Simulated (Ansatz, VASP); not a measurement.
# One calculation of Ru, two programs

```
CELL_PARAMETERS angstrom
2.65202 0.00000 0.00000
-1.32601 2.29672 0.00000
0.00000 0.00000 4.51161
ATOMIC_POSITIONS crystal
Ru 0.33333 0.66667 0.25000
Ru 0.66667 0.33333 0.75000
```

Change from the starting cell: strain -0.025 along x and y, +0.050 along z, atoms carried along.

Alike in both runs: task single point; functional PBE; k mesh 24 × 24 × 14; occupations gaussian, width 0.15 eV; no spin polarisation.

|  | VASP | Ansatz |
| --- | --- | --- |
| version | VASP 6.6.1 | Ansatz 0.2.0 |
| potentials or method | VASP PAW PBE potentials, release 64 (Ru_pv), cutoff 520 eV | scalar-relativistic, plane waves, PAW |
| valence electrons in the cell | 28 | 32 |

```csv
,VASP,Ansatz,Ansatz less VASP
gap on the k mesh at the Fermi level (eV),none,none,-
pressure (GPa),1.7,1.8,+0.09
"traceless stress, the component that is largest in VASP (GPa)",-22.73,-22.75,-0.027
```

A gap of «none» marks a metal or a gap that the smearing closes. With one functional, cell and mesh, what is left measures potentials, basis and numerics. VASP's potentials hold 28 valence electrons a cell and Ansatz's 32, so a difference there can come from the potentials and not from the codes.
